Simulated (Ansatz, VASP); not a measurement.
## Si: VASP beside Ansatz

```
Si
1.0
     0.00000    2.73483    2.73483
     2.73483    0.00000    2.73483
     2.73483    2.73483    0.00000
Si
2
Cartesian
  0.0000 0.0000 0.0000
  1.3674 1.3674 1.3674
```

Alike in both runs: functional PBE; k mesh 10 × 10 × 10; occupations gaussian, width 0.02 eV; no spin polarisation.

Ansatz relaxed the structure, and its values are those at the end. VASP's run is a single point on that final structure, the one shown.

```csv
,VASP,Ansatz
version,VASP 6.6.1,Ansatz 0.2.0
potentials or method,"VASP PAW PBE potentials, release 64 (Si), cutoff 500 eV","scalar-relativistic, plane waves, PAW"
valence electrons in the cell,8,8
```

```tsv
	VASP	Ansatz	Ansatz less VASP
gap on the k mesh at the Fermi level (eV)	0.62	0.62	-0.001
least direct gap on the mesh (eV)	2.56	2.55	-0.005
pressure (GPa)	0.0	0.0	+0.06
```

With one functional, cell and mesh, what is left measures potentials, basis and numerics.
